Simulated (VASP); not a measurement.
Wanted: the native input for a VASP 6.6.1 run.

| Quantity | Value |
| --- | --- |
| Task | relaxation of cell and atoms |
| Functional | r2SCAN |
| Potentials or basis | VASP PAW PBE potentials, release 64 (Zn, O) |
| Cutoff | 600 eV |
| k mesh | 6 × 6 × 4 |
| Occupations | gaussian, width 0.1 eV |
| Spin | no spin polarisation |
| Dipole correction | no |
| Further INCAR settings | ALGO = Normal; EDIFF = 1e-06; IBRION = 2; EDIFFG = -0.05; NSW = 80; ISIF = 3 |

Crystal: ZnO.

```
CELL_PARAMETERS angstrom
3.37136 0.00000 0.00000
-1.68568 2.91969 0.00000
0.00000 0.00000 5.53091
ATOMIC_POSITIONS crystal
Zn 0.33333 0.66667 0.00034
Zn 0.66667 0.33333 0.50034
O 0.33333 0.66667 0.37466
O 0.66667 0.33333 0.87466
```

One way to write it, as run:

POSCAR

```
ZnO
1.0
    3.3713644749      0.0000000000      0.0000000000
   -1.6856822374      2.9196872807      0.0000000000
    0.0000000000      0.0000000000      5.5309086014
Zn O
2 2
Direct
    0.3333333333      0.6666666667      0.0003440772
    0.6666666667      0.3333333333      0.5003440772
    0.3333333333      0.6666666667      0.3746559228
    0.6666666667      0.3333333333      0.8746559228
```

INCAR.step1

```
PREC     = Accurate       # precision mode
ENCUT    = 600            # plane-wave cutoff, eV
ISMEAR   = 0              # smearing method
SIGMA    = 0.1            # smearing width, eV
LREAL    = F              # projectors in reciprocal space
LASPH    = T              # aspherical terms in the spheres
NELM     = 60             # most SCF steps
GGA      = PE             # functional
ALGO     = Normal         # electronic algorithm
EDIFF    = 1E-4           # SCF threshold, eV
LWAVE    = T              # write WAVECAR
LCHARG   = F              # write CHGCAR
```

INCAR.step2

```
PREC     = Accurate       # precision mode
ENCUT    = 600            # plane-wave cutoff, eV
EDIFF    = 1E-6           # SCF threshold, eV
ISMEAR   = 0              # smearing method
SIGMA    = 0.1            # smearing width, eV
LREAL    = F              # projectors in reciprocal space
LASPH    = T              # aspherical terms in the spheres
NELM     = 60             # most SCF steps
ALGO     = Normal         # electronic algorithm
ISIF     = 3              # what is computed and relaxed
LWAVE    = F              # write WAVECAR
LCHARG   = F              # write CHGCAR
METAGGA  = R2SCAN         # meta-GGA
LMIXTAU  = T            
IBRION   = 2              # ionic algorithm
NSW      = 80             # ionic steps
EDIFFG   = -0.05          # ionic threshold
ISTART   = 1
```

KPOINTS

```
regular mesh
0
Gamma
  6 6 4
```

Potentials or basis: VASP PAW PBE potentials, release 64 (Zn, O).

Run with:

```bash
$ cat potpaw_PBE.64/Zn/POTCAR potpaw_PBE.64/O/POTCAR > POTCAR
$ cp INCAR.step1 INCAR
$ mpirun -np 1 vasp_std > vasp.out
$ cp INCAR.step2 INCAR
$ mpirun -np 1 vasp_std > vasp.out
```

Results of the run:

```json
{"Relaxed volume": "11.85 Å³/atom", "Relaxed cell": "a = 3.225 Å, b = 3.225 Å, c = 5.262 Å, α = 90.00°, β = 90.00°, γ = 120.00°", "Space group after relaxing (to 0.05 Å)": "P6_3mc (No. 186)", "Energy gained by relaxing": "96.1 meV/atom", "Ionic steps": "3", "Pressure after relaxing": "0.1 GPa", "Largest force after relaxing": "0.040 eV/Å", "Band gap on the k mesh": "1.22 eV, direct"}
```

Caveat: the PAW data sets were made with another functional, which shifts forces and pressure a little; the relaxation stopped at a loose force limit of 0.05 eV/Å, so its end isn't a converged minimum.

Run time: 12 min on 1 thread of AMD EPYC 7R13, with other jobs on the host, peak memory 0.19 GiB.
